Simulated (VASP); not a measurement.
Set up this calculation in VASP 6.6.1, as the native input.

```yaml
Task: single point
Functional: LDA
Potentials_or_basis: VASP PAW LDA potentials, release 64 (Mg, O)
Cutoff: 520 eV
k_mesh: 10 × 10 × 10
Occupations: gaussian, width 0.05 eV
Spin: no spin polarisation
Dipole_correction: no
Further_INCAR_settings: ALGO = Normal; EDIFF = 1e-06; NBANDS = 11
```

The structure of MgO lies in POSCAR:

```
MgO
1.0
    0.0266893750      2.1351500000      2.1351500000
    2.1351500000      0.0266893750      2.1351500000
    2.1618393750      2.1618393750      0.0000000000
Mg O
1 1
Direct
    0.0000000000      0.0000000000      0.0000000000
    0.5000000000      0.5000000000      0.5000000000
```

This cell differs from its parent crystal: strain +0.0250 x Voigt [0, 0, 0, 0, 0, 1].

The input as run:

INCAR

```
SYSTEM = MgO
PREC = Accurate
ENCUT = 520
EDIFF = 1E-6
ISMEAR = 0
SIGMA = 0.05
LREAL = .FALSE.
LASPH = .TRUE.
NELM = 60
ALGO = Normal
ISIF = 2
LWAVE = .FALSE.
LCHARG = .FALSE.
GGA = CA
NBANDS = 11
```

KPOINTS

```
regular mesh
0
G
  10 10 10
  0 0 0
```

Potentials or basis: VASP PAW LDA potentials, release 64 (Mg, O).

Launch:

```console
$ cat potpaw_LDA.64/Mg/POTCAR potpaw_LDA.64/O/POTCAR > POTCAR
$ mpirun -np 1 vasp_std > vasp.out
```

Results of the run:

```yaml
Pressure: -13.2 GPa
Band_gap_on_the_k_mesh: 4.17 eV, direct
```

Caveat: the cell differs from its parent crystal (strain +0.0250 x Voigt [0, 0, 0, 0, 0, 1]).

Wall time 15 s on 1 thread of AMD EPYC 9R45 96-Core Processor (Zen 5), on a shared host, peak memory 0.13 GiB.
